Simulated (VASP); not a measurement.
Cs: single point with PBE

The system is Cs.

```
Cs
1.0
     5.41866    0.00000    0.00000
    -1.80622    5.10876    0.00000
    -1.80622   -2.55438    4.42432
Cs
1
Direct
  0.00000 0.00000 0.00000
```

```json
{"Program": "VASP 6.6.1", "Task": "single point", "Functional": "PBE", "Potentials or basis": "VASP PAW PBE potentials, release 64 (Cs_sv)", "Cutoff": "520 eV", "k mesh": "6 × 6 × 6", "Occupations": "tetrahedron", "Spin": "non-collinear spin, zero start, spin-orbit coupling", "Starting moments": "[[0.0, 0.0, 0.0]] μB", "Dipole correction": "no", "Further INCAR settings": "ALGO = Fast; EDIFF = 1e-06; NBANDS = 20"}
```

```yaml
Pressure: -0.1 GPa
Net_moment: 0.00 μB per cell
Valence_electrons_inside_the_program's_atomic_spheres: Cs 6.54
```

Moments on the atoms (μB; x, y, z):
```
Cs  0.00 0.00 0.00
```

Run time: 2.2 min on 1 thread of Oxide Virtual Turin-like Processor, with other jobs on the host, peak memory 0.45 GiB.
